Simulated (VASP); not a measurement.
Runs of VASP 6.6.1 on TiO. It takes space group P-6m2 (No. 187, hexagonal). Conventional cell: a = 3.031 Å, b = 3.031 Å, c = 3.238 Å, α = 90.00°, β = 90.00°, γ = 120.00°. Ti (site symmetry -6m2) has 6 O at 2.38 Å and 6 Ti at 3.03 Å within 3.1 Å. O (site symmetry -6m2) has 6 Ti at 2.38 Å and 6 O at 3.03 Å within 3.1 Å. 

| k mesh | smearing | gap on the mesh (eV) | pressure (GPa) |
| --- | --- | --- | --- |
| 18 × 18 × 14 | tetrahedron | 0.02 | -40.3 |
| 24 × 24 × 18 | gaussian 0.1 eV | 0.02 | -40.3 |
| 18 × 18 × 14 | methfessel-paxton 0.5 eV | 0.03 | (a) |
| 24 × 24 × 22 | gaussian 0.1 eV | 0.02 | -40.3 |
| 24 × 24 × 16 | gaussian 0.1 eV | 0.02 | -40.3 |
| 18 × 18 × 14 | methfessel-paxton 0.3 eV | 0.03 | -40.4 |

Alike in all rows: task single point; level PBEsol; potentials or basis VASP PAW PBE potentials, release 64 (Ti_sv, O); no spin polarisation; cell as given; cutoff (eV) 520.

Task: Fill in the values left out.

Result: (a) -40.7.

Caveats: the stress differs along the axes, from -54 to -34 GPa; the PAW data sets were made with another functional, which shifts forces and pressure a little; the smearing spreads over this small gap (at least some runs).

A k mesh can miss the band edges.
